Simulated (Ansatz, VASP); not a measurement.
Given: the input of a run of VASP 6.6.1 on Pd.

Contents of INCAR:

```
SYSTEM = Pd
PREC = Accurate
ENCUT = 520
EDIFF = 1E-7
ISMEAR = -1
SIGMA = 0.05
LREAL = .FALSE.
LASPH = .TRUE.
NELM = 100
ALGO = Normal
ISIF = 2
LWAVE = .FALSE.
LCHARG = .FALSE.
GGA = B5
ALDAX = 1.0
AGGAX = 1.0
AGGAC = 1.0
ALDAC = 0.0
IVDW = 12
VDW_S6 = 1.0
VDW_S8 = 2.6996
VDW_A1 = 0.4298
VDW_A2 = 4.2359
NBANDS = 11
```

Contents of KPOINTS:

```
Automatic mesh
0
G
  12 12 12
  0 0 0
```

The input POSCAR:

```
Pd
1.0
    0.0000000000      1.9201927211      1.9201927211
    1.9201927211      0.0000000000      1.9201927211
    1.9201927211      1.9201927211      0.0000000000
Pd
1
Direct
    0.0000000000      0.0000000000      0.0000000000
```

Potentials or basis: VASP PAW PBE potentials, release 64 (Pd).

Run with:

```sh
$ cat potpaw_PBE.64/Pd/POTCAR > POTCAR
$ mpirun -np 1 vasp_std > vasp.out
```

Set up the same calculation for Ansatz 0.2.0. Potentials there: Ansatz PAW.

As run (the cutoff follows the program's own potentials):

input.yaml

```yaml
crystal:
  lattice:
    - [0.0, 1.9201927211, 1.9201927211]
    - [1.9201927211, 0.0, 1.9201927211]
    - [1.9201927211, 1.9201927211, 0.0]
  atoms:
    - { symbol: Pd, position: [0.0, 0.0, 0.0] }
hamiltonian:
  xc: blyp
  pseudopotentials: { kind: paw }
  dispersion: d3bj
kpoints:
  mp_grid: { grid: [12, 12, 12] }
scf:
  occupations: { method: fermi_dirac, width: 0.05 }
output:
  forces: true
  stress: true
  eigenvalues: true
```

Potentials or basis: Ansatz PAW.

Command:

```bash
$ ansatz run input.yaml --threads 2 --pin off --max-ram 5120MiB --backend cpu --events-out ev --progress --plain --runs-dir out
```

Both were run:

|  | VASP | Ansatz | Ansatz less VASP |
| --- | --- | --- | --- |
| gap on the k mesh at the Fermi level (eV) | none | none | - |
| pressure (GPa) | 9.9 | 9.4 | -0.53 |

VASP's potentials were made for PBE, not for BLYP. A gap of «none» marks a metal or a gap that the smearing closes. VASP's potentials hold 10 valence electrons a cell and Ansatz's 18, so a difference there can come from the potentials and not from the codes.
